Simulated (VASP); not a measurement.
Crystal: GaP.

```
CELL_PARAMETERS angstrom
0.00000 2.72525 2.72525
2.72525 0.00000 2.72525
2.72525 2.72525 0.00000
ATOMIC_POSITIONS crystal
Ga 0.00000 0.00000 0.00000
P 0.75000 0.75000 0.75000
```

Base run:

| Quantity | Value |
| --- | --- |
| Program | VASP 6.6.1 |
| Functional | PBEsol |
| Dispersion | D3(BJ) |
| Potentials or basis | VASP PAW PBE potentials, release 64 (Ga_d, P) |
| Cutoff | 520 eV |
| k mesh | 8 × 8 × 8 |
| Occupations | gaussian, width 0.05 eV |
| Spin | no spin polarisation |

Its results: band gap on the k mesh 1.52 eV, indirect (least direct gap 1.75 eV); pressure -2.8 GPa.

Question: The run is repeated on the same cell with these changes: functional from PBEsol to PBE; further incar settings from ALGO = Normal; EDIFF = 1e-06; NBANDS = 16 to ALGO = Normal; EDIFF = 1e-07; NBANDS = 16. What comes out?

Answer: Band gap on the k mesh 1.64 eV, indirect (least direct gap 1.83 eV); pressure -0.2 GPa.

Caveats: the PAW data sets were made with another functional, which shifts forces and pressure a little (some runs).

A k mesh can miss the band edges.
